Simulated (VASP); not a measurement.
# Sn (Fd-3m) in VASP: density of states with PBE

Aim: the density of states of Sn with PBE.

All numbers are computed with VASP 6.6.1; they aren't measurements. Logs are shortened: lines on timing, memory, paths and dates and some standing lists are left out, and cuts for length are marked.

## (1) The cell of the first run

The structure is cubic, space group Fd-3m (No. 227). Conventional cell: a = 6.655 Å, b = 6.655 Å, c = 6.655 Å, α = 90.00°, β = 90.00°, γ = 90.00°. Within 3.8 Å of Sn (site symmetry -43m) lie 4 Sn at 2.88 Å.

## (2) Density of states, PBE

POSCAR

```
Sn
1.0
    0.0000000000      3.3275212259      3.3275212259
    3.3275212259      0.0000000000      3.3275212259
    3.3275212259      3.3275212259      0.0000000000
Sn
2
Direct
    0.7500000000      0.7500000000      0.7500000000
    0.5000000000      0.5000000000      0.5000000000
```

INCAR.step1

```
PREC     = Accurate       # precision mode
ENCUT    = 520            # plane-wave cutoff, eV
EDIFF    = 1E-6           # SCF threshold, eV
ISMEAR   = 0              # smearing method
SIGMA    = 0.05           # smearing width, eV
LREAL    = False          # projectors in reciprocal space
LASPH    = True           # aspherical terms in the spheres
NELM     = 100            # most SCF steps
ALGO     = Normal         # electronic algorithm
ISIF     = 2              # what is computed and relaxed
LWAVE    = False          # write WAVECAR
LCHARG   = True           # write CHGCAR
GGA      = PE             # functional
NBANDS   = 21             # bands
```

KPOINTS.step1

```
regular mesh
0
Gamma
  12 12 12
```

INCAR.step2

```
PREC     = Accurate       # precision mode
ENCUT    = 520            # plane-wave cutoff, eV
EDIFF    = 1E-6           # SCF threshold, eV
ISMEAR   = -5             # smearing method
SIGMA    = 0.05           # smearing width, eV
LREAL    = False          # projectors in reciprocal space
LASPH    = True           # aspherical terms in the spheres
NELM     = 100            # most SCF steps
ALGO     = Normal         # electronic algorithm
ISIF     = 2              # what is computed and relaxed
LWAVE    = False          # write WAVECAR
LCHARG   = False          # write CHGCAR
GGA      = PE             # functional
LORBIT   = 11             # projections on sites
NBANDS   = 21             # bands
NEDOS    = 1001           # points of the DOS
ICHARG   = 11             # starting density
```

KPOINTS.step2

```
regular mesh
0
Gamma
  18 18 18
```

Potentials or basis: VASP PAW PBE potentials, release 64 (Sn_d).

The run is started by

```sh
> cat potpaw_PBE.64/Sn_d/POTCAR > POTCAR
> cp INCAR.step1 INCAR
> cp KPOINTS.step1 KPOINTS
> mpirun -np 1 vasp_std > vasp.out
> cp INCAR.step2 INCAR
> cp KPOINTS.step2 KPOINTS
> mpirun -np 1 vasp_std > vasp.out
```

OUTCAR:

```text
PREC = Accurate
   ENCUT = 520
   EDIFF = 1E-6
   ISMEAR = -5
   LREAL = False
   LASPH = True
   NELM = 100
   ISIF = 2
   GGA = PE
   LORBIT = 11
   ICHARG = 11

 ion  position               nearest neighbor table
   1  0.750  0.750  0.750-   2 2.88   2 2.88   2 2.88   2 2.88
   2  0.500  0.500  0.500-   1 2.88   1 2.88   1 2.88   1 2.88

  LATTYP: Found a face centered cubic cell.
 ALAT       =     6.6550424518

  Lattice vectors:

 A1 = (   0.0000000000,   3.3275212259,   3.3275212259)
 A2 = (   3.3275212259,   0.0000000000,   3.3275212259)
 A3 = (   3.3275212259,   3.3275212259,   0.0000000000)

Analysis of symmetry for initial positions (statically):
=====================================================================
 Subroutine PRICEL returns:
 Original cell was already a primitive cell.

 Routine SETGRP: Setting up the symmetry group for a
 face centered cubic supercell.

 Subroutine GETGRP returns: Found 48 space group operations
 (whereof 24 operations were pure point group operations)
 out of a pool of 48 trial point group operations.

The static configuration has the point symmetry T_d .
 The point group associated with its full space group is O_h .

Analysis of symmetry for dynamics (positions and initial velocities):
=====================================================================
 Subroutine PRICEL returns:
 Original cell was already a primitive cell.

 Routine SETGRP: Setting up the symmetry group for a
 face centered cubic supercell.

 Subroutine GETGRP returns: Found 48 space group operations
 (whereof 24 operations were pure point group operations)
 out of a pool of 48 trial point group operations.

The dynamic configuration has the point symmetry T_d .
 The point group associated with its full space group is O_h .

 Subroutine INISYM returns: Found 48 space group operations
 (whereof 24 operations are pure point group operations),
 and found     1 'primitive' translations

----------------------------------------------------------------------------------------

                                     Primitive cell

  volume of cell :      73.6873

  direct lattice vectors                    reciprocal lattice vectors
     0.000000000  3.327521226  3.327521226    -0.150262002  0.150262002  0.150262002
     3.327521226  0.000000000  3.327521226     0.150262002 -0.150262002  0.150262002
     3.327521226  3.327521226  0.000000000     0.150262002  0.150262002 -0.150262002

  length of vectors
     4.705825647  4.705825647  4.705825647     0.260261421  0.260261421  0.260261421

  position of ions in fractional coordinates (direct lattice)
     0.750000000  0.750000000  0.750000000
     0.500000000  0.500000000  0.500000000

  ion indices of the primitive-cell ions
   primitive index   ion index
                 1           1
                 2           2

----------------------------------------------------------------------------------------

 KPOINTS: regular mesh

Automatic generation of k-mesh.
 Grid dimensions read from file:
 generate k-points for:   18   18   18

 Generating k-lattice:

  Cartesian coordinates                     Fractional coordinates (reciprocal lattice)
    -0.008347889  0.008347889  0.008347889     0.055555556  0.000000000  0.000000000
     0.008347889 -0.008347889  0.008347889     0.000000000  0.055555556  0.000000000
     0.008347889  0.008347889 -0.008347889     0.000000000  0.000000000  0.055555556

  Length of vectors
     0.014458968  0.014458968  0.014458968

  Shift w.r.t. Gamma in fractional coordinates (k-lattice)
     0.000000000  0.000000000  0.000000000

 TETIRR: Found    806 inequivalent tetrahedra from    34992

 Subroutine IBZKPT returns following result:
 ===========================================

 Found    195 irreducible k-points:

 Following reciprocal coordinates:
            Coordinates               Weight
  0.000000  0.000000  0.000000      1.000000
  0.055556  0.000000  0.000000      8.000000
  0.111111  0.000000  0.000000      8.000000
  0.166667  0.000000  0.000000      8.000000
  0.222222  0.000000  0.000000      8.000000
  0.277778  0.000000  0.000000      8.000000
[... 16 lines left out ...]
 -0.277778  0.055556  0.000000     24.000000
 -0.222222  0.055556  0.000000     24.000000
 [... further k-points ...]
   k-points           NKPTS =    195   k-points in BZ     NKDIM =    195   number of bands    NBANDS=     21
   number of dos      NEDOS =   1001   number of ions     NIONS =      2
   total plane-waves  NPLWV =  46656
   dimension x,y,z NGX =    36 NGY =   36 NGZ =   36
   dimension x,y,z NGXF=    72 NGYF=   72 NGZF=   72
   ions per type =               2
   NGX,Y,Z   is equivalent  to a cutoff of  12.72, 12.72, 12.72 a.u.
   NGXF,Y,Z  is equivalent  to a cutoff of  25.44, 25.44, 25.44 a.u.
 SYSTEM =  unknown system
   PREC   = accura    normal or accurate (medium, high low for compatibility)
   ISTART =      0    job   : 0-new  1-cont  2-samecut
   ICHARG =     11    charge: 1-file 2-atom 10-const
   ISPIN  =      1    spin polarized calculation?
   LNONCOLLINEAR =      F non collinear calculations
   LSORBIT =      F    spin-orbit coupling
   LASPH  =      T    aspherical Exc in radial PAW
   ENCUT  =  520.0 eV  38.22 Ry    6.18 a.u.   8.75  8.75  8.75*2*pi/ulx,y,z
   NELM   =    100;   NELMIN=  2; NELMDL=  0     # of ELM steps
   EDIFF  = 0.1E-05   stopping-criterion for ELM
   LREAL  =      F    real-space projection
   EDIFFG = 0.1E-04   stopping-criterion for IOM
   NSW    =      0    number of steps for IOM
   IBRION =     -1    ionic relax: 0-MD 1-quasi-New 2-CG
   NFREE  =      0    steps in history (QN), initial steepest desc. (CG)
   ISIF   =      2    stress and relaxation
   ISYM   =      2    0-nonsym 1-usesym 2-fastsym
   POTIM  = 0.5000    time-step for ionic-motion
   TEBEG  =    0.0;   TEEND  =   0.0 temperature during run
   PSTRESS=    0.0 pullay stress
   NELECT =      28.0000    total number of electrons
   NUPDOWN=      -1.0000    fix difference up-down
   EMIN   =  10.00;   EMAX   =-10.00  energy-range for DOS
   EFERMI =   0.00;   METHOD = LEGACY
   ISMEAR =    -5;   SIGMA  =   0.05  broadening in eV -4-tet -1-fermi 0-gaus
   EFERMI_NEDOS =   21; number of points for ismear=-14 and -15
   IALGO  =     38    algorithm
   IMIX   =      4    mixing-type and parameters
     AMIX     =   0.40;   BMIX     =  1.00
     AMIX_MAG =   1.60;   BMIX_MAG =  1.00
  volume/ion in A,a.u.               =      36.84       248.63
  Fermi-wavevector in a.u.,A,eV,Ry     =   1.185760  2.240761 19.130145  1.406026
  Thomas-Fermi vector in A             =   2.321947
   LORBIT       =     11    0 simple, 1 ext, 2 COOP (PROOUT), +10 PAW based schemes
   GGA     = PE    functional components
   LHFCALC =     F    Hartree Fock is set to
   AEXX    =    0.0000 exact exchange contribution
   IVDW    =     0    specifies the selected vdW correction
   LEPSILON=     F    determine dielectric tensor
   LRPA    =     F    only Hartree local field effects (RPA)
 non-spin polarized calculation
 Fermi weights with tetrahedron method with Bloechl corrections
  energy-cutoff  :      520.00
  volume of cell :       73.69
 maximum number of plane-waves:      2012

 number of electron      28.0000007 magnetization

 Free energy of the ion-electron system (eV)
  ---------------------------------------------------
  ext. energy  EPLUGINS =         0.00000000
  ---------------------------------------------------
  free energy    TOTEN  =        -7.69400350 eV

  energy without entropy =       -7.69400350  energy(sigma->0) =       -7.69400350

 E-fermi :   4.8836     XC(G=0):  -8.5499

 val. band max:        4.8996948336   @ k =   0.0556   0.0000   0.0000
 cond. band min:       4.8041133261   @ k =   0.3889   0.0000   0.0000
 fundamental gap:     -0.0955815075
 Fermi energy:         4.8835694038

 k-point     1 :       0.0000    0.0000    0.0000
  band No.  band energies     occupation
      1     -16.6796      2.00000
      2     -16.6796      2.00000
      3     -16.6796      2.00000
      4     -16.6291      2.00000
      5     -16.6291      2.00000
      6     -16.3773      2.00000
[... 13 lines left out ...]
     20      12.6556      0.00000
     21      12.6556      0.00000

 k-point     2 :       0.0556    0.0000    0.0000
  band No.  band energies     occupation
      1     -16.6817      2.00000
      2     -16.6817      2.00000
      3     -16.6790      2.00000
      4     -16.6263      2.00000
      5     -16.6263      2.00000
      6     -16.3858      2.00000
[... 13 lines left out ...]
     20      12.3384      0.00000
     21      12.3384      0.00000

 k-point     3 :       0.1111    0.0000    0.0000
  band No.  band energies     occupation
      1     -16.6867      2.00000
      2     -16.6867      2.00000
      3     -16.6771      2.00000
      4     -16.6193      2.00000
      5     -16.6193      2.00000
      6     -16.3953      2.00000
[... 13 lines left out ...]
     20      11.9652      0.00000
     21      11.9652      0.00000

 k-point     4 :       0.1667    0.0000    0.0000
  band No.  band energies     occupation
      1     -16.6925      2.00000
      2     -16.6925      2.00000
      3     -16.6741      2.00000
      4     -16.6104      2.00000
      5     -16.6104      2.00000
      6     -16.4044      2.00000
[... 13 lines left out ...]
     20      11.7182      0.00000
     21      11.7182      0.00000

 k-point     5 :       0.2222    0.0000    0.0000
  band No.  band energies     occupation
      1     -16.6979      2.00000
      2     -16.6979      2.00000
      3     -16.6704      2.00000
      4     -16.6015      2.00000
      5     -16.6015      2.00000
      6     -16.4125      2.00000
[... 13 lines left out ...]
     20      11.6419      0.00000
     21      11.6419      0.00000
[... 382 lines left out ...]
     20      12.3824      0.00000
     21      13.3034      0.00000

 k-point    22 :      -0.3333    0.0556    0.0000
  band No.  band energies     occupation
      1     -16.7087      2.00000
      2     -16.7078      2.00000
      3     -16.6578      2.00000
      4     -16.5879      2.00000
      5     -16.5801      2.00000
      6     -16.4329      2.00000
[... 13 lines left out ...]
     20      11.8684      0.00000
     21      12.7874      0.00000

 k-point    23 :      -0.2778    0.0556    0.0000
  band No.  band energies     occupation
      1     -16.7062      2.00000
      2     -16.7039      2.00000
      3     -16.6626      2.00000
      4     -16.5939      2.00000
      5     -16.5853      2.00000
      6     -16.4292      2.00000
[... 13 lines left out ...]
     20      11.5080      0.00000
     21      12.3566      0.00000

 k-point    24 :      -0.2222    0.0556    0.0000
  band No.  band energies     occupation
      1     -16.7024      2.00000
      2     -16.6990      2.00000
      3     -16.6677      2.00000
      4     -16.6011      2.00000
      5     -16.5928      2.00000
      6     -16.4232      2.00000
[... 13 lines left out ...]
     20      11.3378      0.00000
     21      12.0614      0.00000

 [... further k-points ...]
[... 5 lines left out ...]
  --------------------------------------------------------------------------------------
  -------------------------------------------------------------------------------------
  Total       -0.0364224     -0.0364224     -0.0364224     -0.0000000     -0.0000000      0.0000000
  in kB       -0.7919299     -0.7919299     -0.7919299     -0.0000000     -0.0000000      0.0000000
  external PRESSURE =      -0.7919299 kB  Pullay stress =       0.0000000 kB

 VOLUME and BASIS-vectors are now :
 -----------------------------------------------------------------------------
  energy-cutoff  :      520.00
  volume of cell :       73.69
      direct lattice vectors                 reciprocal lattice vectors
     0.000000000  3.327521226  3.327521226    -0.150262002  0.150262002  0.150262002
     3.327521226  0.000000000  3.327521226     0.150262002 -0.150262002  0.150262002
     3.327521226  3.327521226  0.000000000     0.150262002  0.150262002 -0.150262002

 POSITION                                       TOTAL-FORCE (eV/Angst)
 -----------------------------------------------------------------------------------
      4.99128      4.99128      4.99128        -0.000000     -0.000000     -0.000000
      3.32752      3.32752      3.32752         0.000000      0.000000      0.000000
 -----------------------------------------------------------------------------------
    total drift:                                0.000000      0.000000      0.000000

  FREE ENERGIE OF THE ION-ELECTRON SYSTEM (eV)
  ---------------------------------------------------
  free  energy   TOTEN  =        -7.6940034994 eV

  energy  without entropy=       -7.6940034994  energy(sigma->0) =       -7.69400350

 total charge

# of ion       s       p       d       tot
------------------------------------------
    1        1.175   1.143   9.961  12.279
    2        1.175   1.143   9.961  12.279
--------------------------------------------------
tot          2.350   2.287  19.921  24.558
```

It took 2.1 min on 1 thread of Intel Xeon Platinum 8488C (Sapphire Rapids), shared host; peak memory 0.36 GiB.

What came out:

| Property | Result |
| --- | --- |
| Valence electrons inside the program's atomic spheres | Sn 12.28 |

Levels at points of the mesh, in eV from the Fermi level:
| k point | band 12 | band 13 | band 14 | band 15 | band 16 | band 17 |
| --- | --- | --- | --- | --- | --- | --- |
| (0.00, 0.00, 0.00) | -1.16 | 0.07 | 0.07 | 0.07 | 2.14 | 2.14 |
| (0.50, 0.00, 0.00) | -6.04 | -1.02 | -1.02 | -0.15 | 3.19 | 3.19 |
| (0.50, 0.50, 0.00) | -7.28 | -2.24 | -2.24 | 0.89 | 0.89 | 7.24 |

Caveat: spin-orbit coupling is left out, which moves the levels of the heavy elements; tetrahedron occupations give inexact forces and stress in metals.
